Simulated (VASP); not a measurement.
# W (Pm-3n) in VASP: single point with PBEsol

Aim: the single point of W with PBEsol.

All numbers are computed with VASP 6.6.1; they aren't measurements. Logs are shortened: lines on timing, memory, paths and dates and some standing lists are left out, and cuts for length are marked.

### Step 1. The cell of the first run

It takes space group Pm-3n (No. 223, cubic). The conventional cell has a = 5.032 Å, b = 5.032 Å, c = 5.032 Å, α = 90.00°, β = 90.00°, γ = 90.00°. W (site symmetry -4m2) has 14 W at 2.52 to 3.08 Å within 3.3 Å. Within 3.7 Å of W (site symmetry m-3) lie 12 W at 2.81 Å.

### Step 2. Single point, PBEsol

Input file INCAR:

```
SYSTEM = W
PREC = Accurate ; ENCUT = 520
EDIFF = 1E-7 ; ISMEAR = 0
SIGMA = 0.1 ; LREAL = .FALSE.
LASPH = .TRUE. ; NELM = 80
ALGO = Fast ; ISIF = 2
LWAVE = .FALSE. ; LCHARG = .TRUE.
GGA = PS ; LELF = .TRUE.
LVHAR = .TRUE. ; NBANDS = 66
```

Input file KPOINTS:

```
Automatic mesh
0
G
  8 8 8
  0 0 0
```

Input file POSCAR:

```
W
1.0
    5.0320099976      0.0000000000      0.0000000000
    0.0000000000      5.0320099976      0.0000000000
    0.0000000000      0.0000000000      5.0320099976
W
8
Direct
    0.2500000000      0.0000000000      0.5000000000
    0.7500000000      0.0000000000      0.5000000000
    0.0000000000      0.5000000000      0.2500000000
    0.0000000000      0.5000000000      0.7500000000
    0.5000000000      0.7500000000      0.0000000000
    0.5000000000      0.2500000000      0.0000000000
    0.0000000000      0.0000000000      0.0000000000
    0.5000000000      0.5000000000      0.5000000000
```

Potentials or basis: VASP PAW PBE potentials, release 64 (W_sv).

The run is started by

```
cat potpaw_PBE.64/W_sv/POTCAR > POTCAR
mpirun -np 1 vasp_std > vasp.out
```

OUTCAR:

```text
SYSTEM = W
   PREC = Accurate
   ENCUT = 520
   EDIFF = 1E-7
   ISMEAR = 0
   LREAL = .FALSE.
   LASPH = .TRUE.
   NELM = 80
   ISIF = 2
   GGA = PS

 ion  position               nearest neighbor table
   1  0.250  0.000  0.500-   2 2.52   2 2.52   8 2.81   7 2.81   8 2.81   7 2.81   4 3.08   5 3.08
                             6 3.08   5 3.08   3 3.08   4 3.08   6 3.08   3 3.08
   2  0.750  0.000  0.500-   1 2.52   1 2.52   8 2.81   7 2.81   8 2.81   7 2.81   4 3.08   5 3.08
                             6 3.08   5 3.08   3 3.08   4 3.08   6 3.08   3 3.08
   3  0.000  0.500  0.250-   4 2.52   4 2.52   8 2.81   7 2.81   7 2.81   8 2.81   1 3.08   5 3.08
                             1 3.08   2 3.08   6 3.08   5 3.08   6 3.08   2 3.08
   4  0.000  0.500  0.750-   3 2.52   3 2.52   8 2.81   7 2.81   7 2.81   8 2.81   1 3.08   5 3.08
                             1 3.08   2 3.08   6 3.08   5 3.08   6 3.08   2 3.08
   5  0.500  0.750  0.000-   6 2.52   6 2.52   8 2.81   8 2.81   7 2.81   7 2.81   3 3.08   1 3.08
                             2 3.08   4 3.08   1 3.08   3 3.08   4 3.08   2 3.08
   6  0.500  0.250  0.000-   5 2.52   5 2.52   8 2.81   8 2.81   7 2.81   7 2.81   3 3.08   1 3.08
                             2 3.08   4 3.08   1 3.08   3 3.08   4 3.08   2 3.08
   7  0.000  0.000  0.000-   1 2.81   2 2.81   3 2.81   4 2.81   5 2.81   6 2.81   1 2.81   2 2.81
                             3 2.81   4 2.81   5 2.81   6 2.81
   8  0.500  0.500  0.500-   1 2.81   2 2.81   3 2.81   4 2.81   5 2.81   6 2.81   5 2.81   6 2.81
                             1 2.81   2 2.81   3 2.81   4 2.81

  LATTYP: Found a simple cubic cell.
 ALAT       =     5.0320099976

  Lattice vectors:

 A1 = (   5.0320099976,   0.0000000000,   0.0000000000)
 A2 = (   0.0000000000,   5.0320099976,   0.0000000000)
 A3 = (   0.0000000000,   0.0000000000,   5.0320099976)

Analysis of symmetry for initial positions (statically):
=====================================================================
 Subroutine PRICEL returns:
 Original cell was already a primitive cell.

 Routine SETGRP: Setting up the symmetry group for a
 simple cubic supercell.

 Subroutine GETGRP returns: Found 48 space group operations
 (whereof 24 operations were pure point group operations)
 out of a pool of 48 trial point group operations.

The static configuration has the point symmetry T_h .
 The point group associated with its full space group is O_h .

Analysis of symmetry for dynamics (positions and initial velocities):
=====================================================================
 Subroutine PRICEL returns:
 Original cell was already a primitive cell.

 Routine SETGRP: Setting up the symmetry group for a
 simple cubic supercell.

 Subroutine GETGRP returns: Found 48 space group operations
 (whereof 24 operations were pure point group operations)
 out of a pool of 48 trial point group operations.

The dynamic configuration has the point symmetry T_h .
 The point group associated with its full space group is O_h .

 Subroutine INISYM returns: Found 48 space group operations
 (whereof 24 operations are pure point group operations),
 and found     1 'primitive' translations

----------------------------------------------------------------------------------------

                                     Primitive cell

  volume of cell :     127.4162

  direct lattice vectors                    reciprocal lattice vectors
     5.032009998  0.000000000  0.000000000     0.198727745  0.000000000  0.000000000
     0.000000000  5.032009998  0.000000000     0.000000000  0.198727745  0.000000000
     0.000000000  0.000000000  5.032009998     0.000000000  0.000000000  0.198727745

  length of vectors
     5.032009998  5.032009998  5.032009998     0.198727745  0.198727745  0.198727745

  position of ions in fractional coordinates (direct lattice)
     0.250000000  0.000000000  0.500000000
     0.750000000  0.000000000  0.500000000
     0.000000000  0.500000000  0.250000000
     0.000000000  0.500000000  0.750000000
     0.500000000  0.750000000  0.000000000
     0.500000000  0.250000000  0.000000000
     0.000000000  0.000000000  0.000000000
     0.500000000  0.500000000  0.500000000

  ion indices of the primitive-cell ions
   primitive index   ion index
                 1           1
                 2           2
                 3           3
                 4           4
                 5           5
                 6           6
                 7           7
                 8           8

----------------------------------------------------------------------------------------

 KPOINTS: Automatic mesh

Automatic generation of k-mesh.
 Grid dimensions read from file:
 generate k-points for:    8    8    8

 Generating k-lattice:

  Cartesian coordinates                     Fractional coordinates (reciprocal lattice)
     0.024840968  0.000000000  0.000000000     0.125000000  0.000000000  0.000000000
     0.000000000  0.024840968  0.000000000     0.000000000  0.125000000  0.000000000
     0.000000000  0.000000000  0.024840968     0.000000000  0.000000000  0.125000000

  Length of vectors
     0.024840968  0.024840968  0.024840968

  Shift w.r.t. Gamma in fractional coordinates (k-lattice)
     0.000000000  0.000000000  0.000000000

 Subroutine IBZKPT returns following result:
 ===========================================

 Found     35 irreducible k-points:

 Following reciprocal coordinates:
            Coordinates               Weight
  0.000000  0.000000  0.000000      1.000000
  0.125000  0.000000  0.000000      6.000000
  0.250000  0.000000  0.000000      6.000000
  0.375000  0.000000  0.000000      6.000000
  0.500000  0.000000  0.000000      3.000000
  0.125000  0.125000  0.000000     12.000000
[... 16 lines left out ...]
  0.375000  0.375000  0.125000     24.000000
  0.500000  0.375000  0.125000     24.000000
 [... further k-points ...]
   k-points           NKPTS =     35   k-points in BZ     NKDIM =     35   number of bands    NBANDS=     66
   number of dos      NEDOS =    301   number of ions     NIONS =      8
   total plane-waves  NPLWV =  64000
   dimension x,y,z NGX =    40 NGY =   40 NGZ =   40
   dimension x,y,z NGXF=    80 NGYF=   80 NGZF=   80
   ions per type =               8
   NGX,Y,Z   is equivalent  to a cutoff of  13.22, 13.22, 13.22 a.u.
   NGXF,Y,Z  is equivalent  to a cutoff of  26.43, 26.43, 26.43 a.u.
 SYSTEM =  W
   PREC   = accura    normal or accurate (medium, high low for compatibility)
   ISTART =      0    job   : 0-new  1-cont  2-samecut
   ICHARG =      2    charge: 1-file 2-atom 10-const
   ISPIN  =      1    spin polarized calculation?
   LNONCOLLINEAR =      F non collinear calculations
   LSORBIT =      F    spin-orbit coupling
   LASPH  =      T    aspherical Exc in radial PAW
   ENCUT  =  520.0 eV  38.22 Ry    6.18 a.u.   9.36  9.36  9.36*2*pi/ulx,y,z
   NELM   =     80;   NELMIN=  2; NELMDL= -5     # of ELM steps
   EDIFF  = 0.1E-06   stopping-criterion for ELM
   LREAL  =      F    real-space projection
   EDIFFG = 0.1E-05   stopping-criterion for IOM
   NSW    =      0    number of steps for IOM
   IBRION =     -1    ionic relax: 0-MD 1-quasi-New 2-CG
   NFREE  =      0    steps in history (QN), initial steepest desc. (CG)
   ISIF   =      2    stress and relaxation
   ISYM   =      2    0-nonsym 1-usesym 2-fastsym
   POTIM  = 0.5000    time-step for ionic-motion
   TEBEG  =    0.0;   TEEND  =   0.0 temperature during run
   PSTRESS=    0.0 pullay stress
   NELECT =     112.0000    total number of electrons
   NUPDOWN=      -1.0000    fix difference up-down
   EMIN   =  10.00;   EMAX   =-10.00  energy-range for DOS
   EFERMI =   0.00;   METHOD = LEGACY
   ISMEAR =     0;   SIGMA  =   0.10  broadening in eV -4-tet -1-fermi 0-gaus
   EFERMI_NEDOS =   21; number of points for ismear=-14 and -15
   IALGO  =     68    algorithm
   IMIX   =      4    mixing-type and parameters
     AMIX     =   0.40;   BMIX     =  1.00
     AMIX_MAG =   1.60;   BMIX_MAG =  1.00
  volume/ion in A,a.u.               =      15.93       107.48
  Fermi-wavevector in a.u.,A,eV,Ry     =   1.568216  2.963499 33.460847  2.459303
  Thomas-Fermi vector in A             =   2.670281
   LORBIT       =      0    0 simple, 1 ext, 2 COOP (PROOUT), +10 PAW based schemes
   GGA     = PS    functional components
   LHFCALC =     F    Hartree Fock is set to
   AEXX    =    0.0000 exact exchange contribution
   IVDW    =     0    specifies the selected vdW correction
   LEPSILON=     F    determine dielectric tensor
   LRPA    =     F    only Hartree local field effects (RPA)
 non-spin polarized calculation
 RMM-DIIS sequential band-by-band and
 Gauss-broadening in eV      SIGMA  =   0.10
  energy-cutoff  :      520.00
  volume of cell :      127.42
 maximum number of plane-waves:      3468
 NGX is ok and might be reduce to    40
   NGX = 19   NGY = 19   NGZ = 19

 number of electron     111.9999961 magnetization

 Free energy of the ion-electron system (eV)
  ---------------------------------------------------
  ext. energy  EPLUGINS =         0.00000000
  ---------------------------------------------------
  free energy    TOTEN  =      -109.68420755 eV

  energy without entropy =     -109.67415938  energy(sigma->0) =     -109.67918346

 E-fermi :  10.9785     XC(G=0): -13.7195

 val. band max:       10.9216250638   @ k =   0.3750   0.3750   0.1250
 cond. band min:      10.9934990286   @ k =   0.1250   0.1250   0.0000
 fundamental gap:      0.0718739648
 Fermi energy:        10.9784629528

 k-point     1 :       0.0000    0.0000    0.0000
  band No.  band energies     occupation
      1     -63.0016      2.00000
      2     -62.9509      2.00000
      3     -62.9509      2.00000
      4     -62.8005      2.00000
      5     -62.8005      2.00000
      6     -62.8005      2.00000
[... 58 lines left out ...]
     65      12.8354      0.00000
     66      13.9911      0.00000

 k-point     2 :       0.1250    0.0000    0.0000
  band No.  band energies     occupation
      1     -62.9980      2.00000
      2     -62.9520      2.00000
      3     -62.9467      2.00000
      4     -62.8070      2.00000
      5     -62.8005      2.00000
      6     -62.8005      2.00000
[... 1576 lines left out ...]
     65      13.4786      0.00000
     66      13.8526      0.00000

 [... further k-points ...]

------------------------ aborting loop because EDIFF is reached ----------------------------------------

  FORCE on cell =-STRESS in cart. coord.  units (eV):
  Direction    XX          YY          ZZ          XY          YZ          ZX
  --------------------------------------------------------------------------------------
  -------------------------------------------------------------------------------------
  Total        0.6017893      0.6017893      0.6017893     -0.0000000      0.0000000      0.0000000
  in kB        7.5671189      7.5671189      7.5671189     -0.0000000      0.0000000      0.0000000
  external PRESSURE =       7.5671189 kB  Pullay stress =       0.0000000 kB

 VOLUME and BASIS-vectors are now :
 -----------------------------------------------------------------------------
  energy-cutoff  :      520.00
  volume of cell :      127.42
      direct lattice vectors                 reciprocal lattice vectors
     5.032009998  0.000000000  0.000000000     0.198727745  0.000000000  0.000000000
     0.000000000  5.032009998  0.000000000     0.000000000  0.198727745  0.000000000
     0.000000000  0.000000000  5.032009998     0.000000000  0.000000000  0.198727745

 POSITION                                       TOTAL-FORCE (eV/Angst)
 -----------------------------------------------------------------------------------
      1.25800      0.00000      2.51600         0.000000     -0.000000     -0.000000
      3.77401      0.00000      2.51600        -0.000000     -0.000000      0.000000
      0.00000      2.51600      1.25800         0.000000      0.000000     -0.000000
      0.00000      2.51600      3.77401         0.000000     -0.000000     -0.000000
      2.51600      3.77401      0.00000        -0.000000      0.000000      0.000000
      2.51600      1.25800      0.00000        -0.000000     -0.000000     -0.000000
      0.00000      0.00000      0.00000         0.000000      0.000000     -0.000000
      2.51600      2.51600      2.51600         0.000000      0.000000     -0.000000
 -----------------------------------------------------------------------------------
    total drift:                               -0.000000     -0.000000      0.000000

  FREE ENERGIE OF THE ION-ELECTRON SYSTEM (eV)
  ---------------------------------------------------
  free  energy   TOTEN  =      -109.6842075534 eV

  energy  without entropy=     -109.6741593763  energy(sigma->0) =     -109.67918346
```

Run time: 7.4 min. Hardware: 1 thread of Intel Xeon Platinum 8259CL at 2.50GHz (Skylake/Cascade Lake), shared host; peak memory 0.36 GiB.

What came out:

```yaml
Free_energy: -109.6842 eV
Pressure: 0.8 GPa
Band_gap_on_the_k_mesh: zero (band 56 reaches 11.41 eV, above the bottom of band 57 at 10.48 eV)
```

Caveat: the PAW data sets were made with another functional, which shifts forces and pressure a little; spin-orbit coupling is left out, which moves the levels of the heavy elements.
